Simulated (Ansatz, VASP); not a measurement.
ZrC in VASP and in Ansatz

```xyz
2
Lattice="0.0000 2.3184 2.3184 2.3184 0.0000 2.3184 2.3184 2.3184 0.0000" Properties=species:S:1:pos:R:3 pbc="T T T"
Zr    2.3184    2.3184    2.3184
C     0.0000    0.0000    0.0000
```

Change from the starting cell: volume scaled by 0.96, crystal datasets.

Alike in both runs: task electric field gradients; functional PBE; k mesh 15 × 15 × 15; occupations fermi-dirac, width 0.05 eV; no spin polarisation.

|  | VASP | Ansatz |
| --- | --- | --- |
| version | VASP 6.6.1 | Ansatz 0.2.0 |
| potentials or method | VASP PAW PBE potentials, release 64 (Zr_sv, C), cutoff 520 eV | all-electron PAW with datasets made for the crystal, scalar-relativistic |

VASP gave:

- pressure (GPa): 11.5

What did Ansatz give for the same quantities?

Pressure (GPa): 11.3.

Ansatz ran all-electron here, and VASP with PAW potentials.
